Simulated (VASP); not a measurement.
# Tl: single point with PBE

Tl:

```xyz
2
Lattice="-2.5308 2.5308 1.3532 2.5308 -2.5308 1.3532 2.5308 2.5308 -1.3532" Properties=species:S:1:pos:R:3 pbc="T T T"
Tl    0.0000   -1.2654   -0.3383
Tl    0.0000    1.2654    0.3383
```

```yaml
Program: VASP 6.6.1
Task: single point
Functional: PBE
Potentials_or_basis: VASP PAW PBE potentials, release 64 (Tl_d)
Cutoff: 520 eV
k_mesh: 13 × 13 × 13
Occupations: fermi-dirac, width 0.08 eV
Spin: no spin polarisation
```

The pressure is 90.3 GPa and the band gap on the k mesh is zero (bands 13 and 14 overlap by 9.86 eV).

Stress tensor (GPa, compression positive):
```
90.48  0.00  0.00
 0.00 90.48  0.00
 0.00  0.00 89.90
```

Levels at points of the mesh, in eV from the Fermi level:
| k point | band 10 | band 11 | band 12 | band 13 | band 14 | band 15 | band 16 | band 17 |
| --- | --- | --- | --- | --- | --- | --- | --- | --- |
| (0.00, 0.00, 0.00) | -11.63 | -10.89 | -1.45 | -1.45 | 0.27 | 6.41 | 10.12 | 10.12 |

It took 3.3 min on 1 thread of Oxide Virtual Turin-like Processor (shared host), peak memory 0.2 GiB.

Caveat: the cell stands under pressure; spin-orbit coupling is left out, which moves the levels of the heavy elements.
